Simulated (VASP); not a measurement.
Runs of VASP 6.6.1 on FePb. The structure is that of space group F-43m (No. 216), or close to it. The cells are those of the table. 

| task | cell | k mesh | cutoff (eV) | gap on the mesh (eV) | pressure (GPa) | moment (μB) |
| --- | --- | --- | --- | --- | --- | --- |
| single point | a = 4.040 Å, angles 60.0°, 2 atoms | 6 × 6 × 6 | 520 | none | (a) | 2.33 |
| relaxation of cell and atoms | relaxed from a = 4.040 Å, angles 60.0°, 2 atoms | 6 × 6 × 6 | 600 | none | -0.1 | 2.82 |
| single point | a = 4.360 Å, angles 60.0°, 2 atoms | 16 × 16 × 16 | 520 | none | -0.1 | 2.71 |
| single point | a = 4.360 Å, angles 60.0°, 2 atoms | 6 × 6 × 6 | 520 | none | 0.0 | 2.82 |

Alike in all rows: level PBE; potentials or basis VASP PAW PBE potentials, release 64 (Fe, Pb_d); spin collinear, ferromagnetic start; smearing gaussian 0.1 eV.

**Question.** Fill in the values left out.

**Answer.** (a) 14.2.

Caveats: spin-orbit coupling is left out, which moves the levels of the heavy elements.

A k mesh can miss the band edges, and the runs leave out spin-orbit coupling on Pb.

A gap of «none» marks levels without a gap at the run's occupations.
